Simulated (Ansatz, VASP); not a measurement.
**One calculation of C, two programs**

Contents of INCAR:

```
PREC = Accurate
ENCUT = 520
EDIFF = 1E-7
ISMEAR = 0
SIGMA = 0.05
LREAL = F
LASPH = T
NELM = 100
ALGO = Normal
ISIF = 2
LWAVE = F
LCHARG = T
GGA = PE
IVDW = 12
LELF = T
LVHAR = T
NBANDS = 11
```

KPOINTS

```
Automatic mesh
0
Gamma
  15 15 15
```

The input POSCAR:

```
C
1.0
    1.2119157437      0.6996998808      3.3052526588
   -1.2119157437      0.6996998808      3.3052526588
    0.0000000000     -1.3993997617      3.3052526588
C
2
Direct
    0.1647114427      0.1647114427      0.1647114427
    0.8352885573      0.8352885573      0.8352885573
```

Input for Ansatz:

```yaml
crystal:
  lattice:
    - [1.2119157437, 0.6996998808, 3.3052526588]
    - [-1.2119157437, 0.6996998808, 3.3052526588]
    - [0.0, -1.3993997617, 3.3052526588]
  atoms:
    - { symbol: C, position: [0.1647114427, 0.1647114427, 0.1647114427] }
    - { symbol: C, position: [0.8352885573, 0.8352885573, 0.8352885573] }
basis:
  ecutwfc: 520.0
kpoints:
  mp_grid: { grid: [15, 15, 15] }
hamiltonian:
  xc: pbe
  dispersion: d3bj
scf:
  occupations: { method: gaussian, width: 0.05 }
output:
  forces: true
  stress: true
  eigenvalues: true
```

Change from the starting cell: mode 4 frozen in at -0.019 Å, equal normal strain along x, y and z -0.0167.

Alike in both runs: task single point; functional PBE; dispersion D3(BJ); k mesh 15 × 15 × 15; occupations gaussian, width 0.05 eV; no spin polarisation.

```csv
,VASP,Ansatz
version,VASP 6.6.1,Ansatz 0.2.0
potentials or method,"VASP PAW PBE potentials, release 64 (C), cutoff 520 eV","scalar-relativistic, plane waves, PAW"
valence electrons in the cell,8,8
```

```tsv
	VASP	Ansatz	Ansatz less VASP
gap on the k mesh at the Fermi level (eV)	0.77	0.77	0.000
least direct gap on the mesh (eV)	0.77	0.77	0.000
pressure (GPa)	16.8	16.4	-0.47
traceless stress, the component that is largest in VASP (GPa)	-16.63	-16.08	+0.554
rms of the force components (eV/Å)	0.352	0.353	+0.0012
```

Atom by atom the forces differ by 0.001 eV/Å (rms over components).
